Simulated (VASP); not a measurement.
Write the native input for VASP 6.6.1 that does the following.

| Quantity | Value |
| --- | --- |
| Task | single point |
| Functional | PBE |
| Dispersion | D3(BJ) |
| Potentials or basis | VASP PAW PBE potentials, release 64 (Mo_sv, S) |
| Cutoff | 520 eV |
| k mesh | 12 × 12 × 12 |
| Occupations | gaussian, width 0.05 eV |
| Spin | no spin polarisation |
| Dipole correction | no |
| Further INCAR settings | ALGO = Normal; EDIFF = 1e-07; NBANDS = 20 |

The structure of MoS2 lies in POSCAR:

```
MoS2
1.0
    1.6554000000      0.9557456356      5.5660333333
   -1.6554000000      0.9557456356      5.5660333333
    0.0000000000     -1.9114912712      5.5660333333
Mo S
1 2
Direct
    0.0000172156      0.0000172156      0.0000172156
    0.7535368444      0.7535368444      0.7535368444
    0.5797459400      0.5797459400      0.5797459400
```

The input as run:

INCAR

```
SYSTEM = MoS2
PREC     = Accurate       ! precision mode
ENCUT    = 520            ! plane-wave cutoff, eV
EDIFF    = 1E-7           ! SCF threshold, eV
ISMEAR   = 0              ! smearing method
SIGMA    = 0.05           ! smearing width, eV
LREAL    = .False.        ! projectors in reciprocal space
LASPH    = .True.         ! aspherical terms in the spheres
NELM     = 60             ! most SCF steps
ALGO     = Normal         ! electronic algorithm
ISIF     = 2              ! what is computed and relaxed
LWAVE    = .False.        ! write WAVECAR
LCHARG   = .True.         ! write CHGCAR
GGA      = PE             ! functional
IVDW     = 12             ! dispersion correction
LELF     = .True.         ! ELF
LVHAR    = .True.       
NBANDS   = 20             ! bands
```

KPOINTS

```
regular mesh
0
Gamma
  12 12 12
  0 0 0
```

Potentials or basis: VASP PAW PBE potentials, release 64 (Mo_sv, S).

Command:

```sh
$ cat potpaw_PBE.64/Mo_sv/POTCAR potpaw_PBE.64/S/POTCAR > POTCAR
$ mpirun -np 1 vasp_std > vasp.out
```

Results of the run:

```
Pressure                   : -2.0 GPa
Largest force              : 1.057 eV/Å
Band gap on the k mesh     : zero (bands 13 and 14 overlap by 0.40 eV)
Dispersion energy per atom : -0.430 eV
```

Caveat: forces of over 1 eV/Å act on the atoms, so gaps and moduli don't describe the material at rest.

Wall time 11 min on 1 thread of Intel Xeon 8259CL, on a shared host, peak memory 0.44 GiB.
